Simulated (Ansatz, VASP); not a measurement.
**Tl in VASP and in Ansatz**

File INCAR:

```
PREC = Accurate
ENCUT = 500
EDIFF = 1E-6
ISMEAR = -1
SIGMA = 0.05
LREAL = False
LASPH = True
NELM = 200
ALGO = Normal
ISIF = 2
LWAVE = False
LCHARG = False
ISPIN = 2
MAGMOM = 0.5 -0.5
LORBIT = 11
GGA = LIBXC
LIBXC1 = GGA_X_PBE
LIBXC2 = GGA_C_LYP
NBANDS = 24
GGA_COMPAT = False
```

KPOINTS

```
regular mesh
0
Gamma
  9 9 5
```

POSCAR

```
Tl
1.0
    3.4560000000      0.0000000000      0.0000000000
   -1.7280000000      2.9929837955      0.0000000000
    0.0000000000      0.0000000000      5.5250000000
Tl
2
Direct
    0.6666666667      0.3333333333      0.7500000000
    0.3333333333      0.6666666667      0.2500000000
```

Contents of input.yaml:

```yaml
crystal:
  lattice:
    - [3.456, 0.0, 0.0]
    - [-1.728, 2.9929837955, 0.0]
    - [0.0, 0.0, 5.525]
  atoms:
    - { symbol: Tl, position: [0.6666666667, 0.3333333333, 0.75], spin: 0.5 }
    - { symbol: Tl, position: [0.3333333333, 0.6666666667, 0.25], spin: -0.5 }
kpoints:
  mp_grid: { grid: [9, 9, 5] }
scf:
  occupations: { method: fermi_dirac, width: 0.05 }
hamiltonian:
  xc: { exchange: pbe, correlation: lyp }
  pseudopotentials: { kind: all_electron, lapw: { basis_error: 0.0005 } }
magnetization:
  spin_polarized: true
output:
  forces: true
  stress: true
  eigenvalues: true
```

Alike in both runs: task single point; functional pbe exchange, lyp correlation; k mesh 9 × 9 × 5; occupations fermi-dirac, width 0.05 eV; collinear spin.

|  | VASP | Ansatz |
| --- | --- | --- |
| version | VASP 6.6.1 | Ansatz 0.2.0 |
| potentials or method | VASP PAW PBE potentials, release 64 (Tl_d), cutoff 500 eV | all-electron LAPW, scalar-relativistic |

|  | VASP | Ansatz | Ansatz less VASP |
| --- | --- | --- | --- |
| gap on the k mesh at the Fermi level (eV) | none | none | - |
| pressure (GPa) | 7.3 | 7.4 | +0.05 |
| traceless stress, the component that is largest in VASP (GPa) | 0.82 | 0.82 | +0.006 |
| net moment per atom (μB) | 0.00 | 0.00 | 0.000 |

VASP's potentials were made for PBE, not for pbe exchange, lyp correlation. A gap of «none» marks a metal or a gap that the smearing closes. Ansatz ran all-electron here, and VASP with PAW potentials.

Neither program's run includes spin-orbit coupling.
